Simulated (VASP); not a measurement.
# Si3N4 (Fd-3m) in VASP: single point with r2SCAN

Aim: the single point of Si3N4 with r2SCAN.

The COD entry that gives the cell may itself be a prediction, so a difference from it is no test against experiment.

Everything below comes from runs of VASP 6.6.1. Logs are shortened: lines on timing, memory, paths and dates and some standing lists are left out, and cuts for length are marked.

**The experiment to reproduce.**

From “Photoluminescence and electronic transitions in cubic silicon nitride”, 2016, pmc:4698759, for a powder of Si3N4: band gap 4.3 ± 0.25 eV (optical).

The runs below are set against these values where they give the same quantity.

**1. The cell of the first run**

Symmetry: Fd-3m, No. 227, cubic system. Conventional cell: a = 7.730 Å, b = 7.730 Å, c = 7.730 Å, α = 90.00°, β = 90.00°, γ = 90.00°. Within 2.5 Å of Si (site symmetry -3m) lie 6 N at 1.88 Å. Si (site symmetry -43m) has 4 N at 1.77 Å within 2.4 Å. Within 2.4 Å of N (site symmetry 3m) lie 4 Si at 1.77 to 1.88 Å.

**2. Single point, r2SCAN**

Contents of POSCAR:

```
Si3N4
1.0
    0.0000000000      3.8650693060      3.8650693060
    3.8650693060      0.0000000000      3.8650693060
    3.8650693060      3.8650693060      0.0000000000
Si N
6 8
Direct
    0.6250000000      0.6250000000      0.6250000000
    0.1250000000      0.6250000000      0.6250000000
    0.6250000000      0.6250000000      0.1250000000
    0.6250000000      0.1250000000      0.6250000000
    0.0000000000      0.0000000000      0.0000000000
    0.2500000000      0.2500000000      0.2500000000
    0.3824293547      0.3824293547      0.3824293547
    0.3972880641      0.8675706453      0.8675706453
    0.3824293547      0.3824293547      0.8527119359
    0.8675706453      0.3972880641      0.8675706453
    0.8527119359      0.3824293547      0.3824293547
    0.8675706453      0.8675706453      0.8675706453
    0.3824293547      0.8527119359      0.3824293547
    0.8675706453      0.8675706453      0.3972880641
```

Contents of INCAR.step1:

```
PREC     = Accurate       # precision mode
ENCUT    = 520            # plane-wave cutoff, eV
ISMEAR   = 0              # smearing method
SIGMA    = 0.01           # smearing width, eV
LREAL    = False          # projectors in reciprocal space
LASPH    = True           # aspherical terms in the spheres
NELM     = 60             # most SCF steps
NBANDS   = 45             # bands
GGA      = PE             # functional
ALGO     = Normal         # electronic algorithm
EDIFF    = 1E-4           # SCF threshold, eV
LWAVE    = True           # write WAVECAR
LCHARG   = False          # write CHGCAR
```

Contents of INCAR.step2:

```
PREC     = Accurate       # precision mode
ENCUT    = 520            # plane-wave cutoff, eV
EDIFF    = 1E-6           # SCF threshold, eV
ISMEAR   = 0              # smearing method
SIGMA    = 0.01           # smearing width, eV
LREAL    = False          # projectors in reciprocal space
LASPH    = True           # aspherical terms in the spheres
NELM     = 60             # most SCF steps
ALGO     = Normal         # electronic algorithm
ISIF     = 2              # what is computed and relaxed
LWAVE    = False          # write WAVECAR
LCHARG   = False          # write CHGCAR
METAGGA  = R2SCAN         # meta-GGA
LMIXTAU  = True         
NBANDS   = 45             # bands
ISTART   = 1
```

Contents of KPOINTS:

```
Automatic mesh
0
Gamma
  6 6 6
```

Potentials or basis: VASP PAW PBE potentials, release 64 (Si, N).

The run is started by

```bash
cat potpaw_PBE.64/Si/POTCAR potpaw_PBE.64/N/POTCAR > POTCAR
cp INCAR.step1 INCAR
mpirun -np 1 vasp_std > vasp.out
cp INCAR.step2 INCAR
mpirun -np 1 vasp_std > vasp.out
```

OUTCAR:

```text
PREC = Accurate
   ENCUT = 520
   EDIFF = 1E-6
   ISMEAR = 0
   LREAL = False
   LASPH = True
   NELM = 60
   ISIF = 2
   METAGGA = R2SCAN
   ISTART = 1

 ion  position               nearest neighbor table
   1  0.625  0.625  0.625-   8 1.88  10 1.88  11 1.88  13 1.88   9 1.88  14 1.88   2 2.73   3 2.73
                             4 2.73   3 2.73   4 2.73   2 2.73
   2  0.125  0.625  0.625-   7 1.88   9 1.88  12 1.88  14 1.88  13 1.88  10 1.88   1 2.73   3 2.73
                             4 2.73   1 2.73   3 2.73   4 2.73
   3  0.625  0.625  0.125-   8 1.88  10 1.88  11 1.88  13 1.88  12 1.88   7 1.88   1 2.73   1 2.73
                             2 2.73   4 2.73   4 2.73   2 2.73
   4  0.625  0.125  0.625-   7 1.88   9 1.88  12 1.88  14 1.88   8 1.88  11 1.88   1 2.73   3 2.73
                             1 2.73   2 2.73   3 2.73   2 2.73
   5  0.000  0.000  0.000-   8 1.77  10 1.77  14 1.77  12 1.77
   6  0.250  0.250  0.250-   9 1.77  11 1.77  13 1.77   7 1.77
   7  0.382  0.382  0.382-   6 1.77   4 1.88   2 1.88   3 1.88
   8  0.397  0.868  0.868-   5 1.77   3 1.88   1 1.88   4 1.88
   9  0.382  0.382  0.853-   6 1.77   4 1.88   2 1.88   1 1.88
  10  0.868  0.397  0.868-   5 1.77   3 1.88   1 1.88   2 1.88
  11  0.853  0.382  0.382-   6 1.77   3 1.88   1 1.88   4 1.88
  12  0.868  0.868  0.868-   5 1.77   4 1.88   2 1.88   3 1.88
  13  0.382  0.853  0.382-   6 1.77   3 1.88   1 1.88   2 1.88
  14  0.868  0.868  0.397-   5 1.77   4 1.88   2 1.88   1 1.88

  LATTYP: Found a face centered cubic cell.
 ALAT       =     7.7301386120

  Lattice vectors:

 A1 = (   0.0000000000,   3.8650693060,   3.8650693060)
 A2 = (   3.8650693060,   0.0000000000,   3.8650693060)
 A3 = (   3.8650693060,   3.8650693060,   0.0000000000)

Analysis of symmetry for initial positions (statically):
=====================================================================
 Subroutine PRICEL returns:
 Original cell was already a primitive cell.

 Routine SETGRP: Setting up the symmetry group for a
 face centered cubic supercell.

 Subroutine GETGRP returns: Found 48 space group operations
 (whereof 24 operations were pure point group operations)
 out of a pool of 48 trial point group operations.

The static configuration has the point symmetry T_d .
 The point group associated with its full space group is O_h .

Analysis of symmetry for dynamics (positions and initial velocities):
=====================================================================
 Subroutine PRICEL returns:
 Original cell was already a primitive cell.

 Routine SETGRP: Setting up the symmetry group for a
 face centered cubic supercell.

 Subroutine GETGRP returns: Found 48 space group operations
 (whereof 24 operations were pure point group operations)
 out of a pool of 48 trial point group operations.

The dynamic configuration has the point symmetry T_d .
 The point group associated with its full space group is O_h .

 Subroutine INISYM returns: Found 48 space group operations
 (whereof 24 operations are pure point group operations),
 and found     1 'primitive' translations

----------------------------------------------------------------------------------------

                                     Primitive cell

  volume of cell :     115.4787

  direct lattice vectors                    reciprocal lattice vectors
     0.000000000  3.865069306  3.865069306    -0.129363786  0.129363786  0.129363786
     3.865069306  0.000000000  3.865069306     0.129363786 -0.129363786  0.129363786
     3.865069306  3.865069306  0.000000000     0.129363786  0.129363786 -0.129363786

  length of vectors
     5.466033432  5.466033432  5.466033432     0.224064651  0.224064651  0.224064651

  position of ions in fractional coordinates (direct lattice)
     0.625000000  0.625000000  0.625000000
     0.125000000  0.625000000  0.625000000
     0.625000000  0.625000000  0.125000000
     0.625000000  0.125000000  0.625000000
     0.000000000  0.000000000  0.000000000
     0.250000000  0.250000000  0.250000000
     0.382429355  0.382429355  0.382429355
     0.397288064  0.867570645  0.867570645
     0.382429355  0.382429355  0.852711936
     0.867570645  0.397288064  0.867570645
     0.852711936  0.382429355  0.382429355
     0.867570645  0.867570645  0.867570645
     0.382429355  0.852711936  0.382429355
[... 32 lines left out ...]
     0.021560631  0.021560631 -0.021560631     0.000000000  0.000000000  0.166666667

  Length of vectors
     0.037344108  0.037344108  0.037344108

  Shift w.r.t. Gamma in fractional coordinates (k-lattice)
     0.000000000  0.000000000  0.000000000

 Subroutine IBZKPT returns following result:
 ===========================================

 Found     16 irreducible k-points:

 Following reciprocal coordinates:
            Coordinates               Weight
  0.000000  0.000000  0.000000      1.000000
  0.166667  0.000000  0.000000      8.000000
  0.333333  0.000000  0.000000      8.000000
  0.500000  0.000000  0.000000      4.000000
  0.166667  0.166667  0.000000      6.000000
  0.333333  0.166667  0.000000     24.000000
[... 8 lines left out ...]
 -0.333333  0.333333  0.166667     24.000000
 -0.333333  0.500000  0.166667     12.000000
   k-points           NKPTS =     16   k-points in BZ     NKDIM =     16   number of bands    NBANDS=     45
   number of dos      NEDOS =    301   number of ions     NIONS =     14
   total plane-waves  NPLWV =  74088
   dimension x,y,z NGX =    42 NGY =   42 NGZ =   42
   dimension x,y,z NGXF=    84 NGYF=   84 NGZF=   84
   ions per type =               6   8
   NGX,Y,Z   is equivalent  to a cutoff of  12.77, 12.77, 12.77 a.u.
   NGXF,Y,Z  is equivalent  to a cutoff of  25.55, 25.55, 25.55 a.u.
 SYSTEM =  unknown system
   PREC   = accura    normal or accurate (medium, high low for compatibility)
   ISTART =      1    job   : 0-new  1-cont  2-samecut
   ICHARG =      0    charge: 1-file 2-atom 10-const
   ISPIN  =      1    spin polarized calculation?
   LNONCOLLINEAR =      F non collinear calculations
   LSORBIT =      F    spin-orbit coupling
   LASPH  =      T    aspherical Exc in radial PAW
   ENCUT  =  520.0 eV  38.22 Ry    6.18 a.u.  10.16 10.16 10.16*2*pi/ulx,y,z
   NELM   =     60;   NELMIN=  2; NELMDL=  0     # of ELM steps
   EDIFF  = 0.1E-05   stopping-criterion for ELM
   LREAL  =      F    real-space projection
   EDIFFG = 0.1E-04   stopping-criterion for IOM
   NSW    =      0    number of steps for IOM
   IBRION =     -1    ionic relax: 0-MD 1-quasi-New 2-CG
   NFREE  =      0    steps in history (QN), initial steepest desc. (CG)
   ISIF   =      2    stress and relaxation
   ISYM   =      2    0-nonsym 1-usesym 2-fastsym
   POTIM  = 0.5000    time-step for ionic-motion
   TEBEG  =    0.0;   TEEND  =   0.0 temperature during run
   PSTRESS=    0.0 pullay stress
   NELECT =      64.0000    total number of electrons
   NUPDOWN=      -1.0000    fix difference up-down
   EMIN   =  10.00;   EMAX   =-10.00  energy-range for DOS
   EFERMI =   0.00;   METHOD = LEGACY
   ISMEAR =     0;   SIGMA  =   0.01  broadening in eV -4-tet -1-fermi 0-gaus
   EFERMI_NEDOS =   21; number of points for ismear=-14 and -15
   IALGO  =     38    algorithm
   IMIX   =      4    mixing-type and parameters
     AMIX     =   0.40;   BMIX     =  1.00
     AMIX_MAG =   1.60;   BMIX_MAG =  1.00
  volume/ion in A,a.u.               =       8.25        55.66
  Fermi-wavevector in a.u.,A,eV,Ry     =   1.344727  2.541166 24.603298  1.808291
  Thomas-Fermi vector in A             =   2.472698
   LORBIT       =      0    0 simple, 1 ext, 2 COOP (PROOUT), +10 PAW based schemes
   METAGGA = R2SCAN    functional components
   LHFCALC =     F    Hartree Fock is set to
   AEXX    =    0.0000 exact exchange contribution
   IVDW    =     0    specifies the selected vdW correction
   LEPSILON=     F    determine dielectric tensor
   LRPA    =     F    only Hartree local field effects (RPA)
 non-spin polarized calculation
 Gauss-broadening in eV      SIGMA  =   0.01
  energy-cutoff  :      520.00
  volume of cell :      115.48
 maximum number of plane-waves:      3138
 NGX is ok and might be reduce to    42
   NGX = 21   NGY = 21   NGZ = 21

 number of electron      64.0000005 magnetization

 Free energy of the ion-electron system (eV)
  ---------------------------------------------------
  ext. energy  EPLUGINS =         0.00000000
  ---------------------------------------------------
  free energy    TOTEN  =      -141.82796243 eV

  energy without entropy =     -141.82796243  energy(sigma->0) =     -141.82796243

 E-fermi :   9.2926     XC(G=0): -12.9481

 val. band max:        9.1779252535   @ k =  -0.1667   0.1667   0.0000
 cond. band min:      13.2059383388   @ k =   0.0000   0.0000   0.0000
 fundamental gap:      4.0280130853
 Fermi energy:         9.2926180493

 k-point     1 :       0.0000    0.0000    0.0000
  band No.  band energies     occupation
      1     -10.6997      2.00000
      2      -7.3251      2.00000
      3      -6.3960      2.00000
      4      -6.3960      2.00000
      5      -6.3960      2.00000
      6      -5.3798      2.00000
[... 741 lines left out ...]
     43      19.9751      0.00000
     44      19.9751      0.00000
 [bands above 44 left out]

------------------------ aborting loop because EDIFF is reached ----------------------------------------

  FORCE on cell =-STRESS in cart. coord.  units (eV):
  Direction    XX          YY          ZZ          XY          YZ          ZX
  --------------------------------------------------------------------------------------
  -------------------------------------------------------------------------------------
  Total        0.1074227      0.1074227      0.1074227      0.0000000      0.0000000      0.0000000
  in kB        1.4904067      1.4904067      1.4904067      0.0000000      0.0000000      0.0000000
  external PRESSURE =       1.4904067 kB  Pullay stress =       0.0000000 kB

 VOLUME and BASIS-vectors are now :
 -----------------------------------------------------------------------------
  energy-cutoff  :      520.00
  volume of cell :      115.48
      direct lattice vectors                 reciprocal lattice vectors
     0.000000000  3.865069306  3.865069306    -0.129363786  0.129363786  0.129363786
     3.865069306  0.000000000  3.865069306     0.129363786 -0.129363786  0.129363786
     3.865069306  3.865069306  0.000000000     0.129363786  0.129363786 -0.129363786

 POSITION                                       TOTAL-FORCE (eV/Angst)
 -----------------------------------------------------------------------------------
      4.83134      4.83134      4.83134         0.000000     -0.000000     -0.000000
      4.83134      2.89880      2.89880         0.000000     -0.000000     -0.000000
      2.89880      2.89880      4.83134         0.000000     -0.000000     -0.000000
      2.89880      4.83134      2.89880         0.000000     -0.000000     -0.000000
      0.00000      0.00000      0.00000         0.000000     -0.000000     -0.000000
      1.93253      1.93253      1.93253         0.000000     -0.000000     -0.000000
      2.95623      2.95623      2.95623        -0.012820     -0.012820     -0.012820
      6.70644      4.88877      4.88877         0.012820     -0.012820     -0.012820
      4.77391      4.77391      2.95623         0.012820      0.012820     -0.012820
      4.88877      6.70644      4.88877        -0.012820      0.012820     -0.012820
      2.95623      4.77391      4.77391        -0.012820      0.012820      0.012820
      6.70644      6.70644      6.70644         0.012820      0.012820      0.012820
      4.77391      2.95623      4.77391         0.012820     -0.012820      0.012820
      4.88877      4.88877      6.70644        -0.012820     -0.012820      0.012820
 -----------------------------------------------------------------------------------
    total drift:                               -0.000000     -0.000000      0.000000

  FREE ENERGIE OF THE ION-ELECTRON SYSTEM (eV)
  ---------------------------------------------------
  free  energy   TOTEN  =      -141.8279624337 eV

  energy  without entropy=     -141.8279624337  energy(sigma->0) =     -141.82796243
```

It took 4.5 min on 1 thread of AMD EPYC 9R14 (Zen 4), shared host; peak memory 0.27 GiB.

What came out:

```yaml
Free_energy: -141.8280 eV
Pressure: 0.1 GPa
Largest_force: 0.022 eV/Å
Band_gap_on_the_k_mesh: 4.03 eV, indirect (least direct gap 4.05 eV)
```

Forces in eV/Å, atoms in the order of the input:
```
Si   0.000  0.000  0.000
Si   0.000  0.000  0.000
Si   0.000  0.000  0.000
Si   0.000  0.000  0.000
Si   0.000  0.000  0.000
Si   0.000  0.000  0.000
N   -0.013 -0.013 -0.013
N    0.013 -0.013 -0.013
N    0.013  0.013 -0.013
N   -0.013  0.013 -0.013
N   -0.013  0.013  0.013
N    0.013  0.013  0.013
N    0.013 -0.013  0.013
N   -0.013 -0.013  0.013
```

Caveat: the PAW data sets were made with another functional, which shifts forces and pressure a little.

**3. Comparison with measurements**

Step 2. A measured gap of Si3N4 is 4.3 eV (optical; powder; quoted in “Photoluminescence and electronic transitions in cubic silicon nitride”, 2016, pmc:4698759); the calculated 4.03 eV misses it by -0.27 eV. 2 values of this kind are on record (4.3 to 4.8 eV); this one was drawn at random, those with a stated uncertainty first. The value is that of r2SCAN on a finite k mesh, which can miss the band edges, without temperature or zero-point motion.
